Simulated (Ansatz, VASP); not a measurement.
## One calculation of HfN, two programs

```
CELL_PARAMETERS angstrom
0.00000 2.21947 2.25900
2.29853 0.00000 2.25900
2.29853 2.21947 0.00000
ATOMIC_POSITIONS crystal
Hf 0.00000 0.00000 0.00000
N 0.50000 0.50000 0.50000
```

Change from the starting cell: strain +0.0175 x Voigt [1, -1, 0, 0, 0, 0], atoms carried along.

Alike in both runs: task single point; functional PBE; k mesh 18 × 18 × 18; occupations gaussian, width 0.1 eV; no spin polarisation.

|  | VASP | Ansatz |
| --- | --- | --- |
| version | VASP 6.6.1 | Ansatz 0.2.0 |
| potentials or method | VASP PAW PBE potentials, release 64 (Hf_pv, N), cutoff 520 eV | scalar-relativistic, plane waves, PAW |
| valence electrons in the cell | 15 | 31 |

|  | VASP | Ansatz | Ansatz less VASP |
| --- | --- | --- | --- |
| gap on the k mesh at the Fermi level (eV) | none | none | - |
| pressure (GPa) | 3.7 | 6.1 | +2.39 |
| traceless stress, the component that is largest in VASP (GPa) | 8.81 | 8.90 | +0.095 |

A gap of «none» marks a metal or a gap that the smearing closes. With one functional, cell and mesh, what is left measures potentials, basis and numerics. VASP's potentials hold 15 valence electrons a cell and Ansatz's 31, so a difference there can come from the potentials and not from the codes.

Spin-orbit coupling is off throughout.
